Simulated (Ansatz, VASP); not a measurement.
# One calculation of Sr, two programs

```xyz
2
Lattice="4.2626 0.0000 0.0000 -2.1313 3.6915 0.0000 0.0000 0.0000 7.0200" Properties=species:S:1:pos:R:3 pbc="T T T"
Sr    2.1313    1.2305    5.2650
Sr    0.0000    2.4610    1.7550
```

Alike in both runs: functional PBE; k mesh 18 × 18 × 8; occupations gaussian, width 0.1 eV; no spin polarisation.

Ansatz relaxed the structure, and its values are those at the end. VASP's run is a single point on that final structure, the one shown.

```csv
,VASP,Ansatz
version,VASP 6.6.1,Ansatz 0.2.0
potentials or method,"VASP PAW PBE potentials, release 64 (Sr_sv), cutoff 520 eV","scalar-relativistic, plane waves, PAW"
valence electrons in the cell,20,20
```

```csv
,VASP,Ansatz,Ansatz less VASP
gap on the k mesh at the Fermi level (eV),none,none,-
pressure (GPa),0.0,0.0,0.00
```

A gap of «none» marks a metal or a gap that the smearing closes.
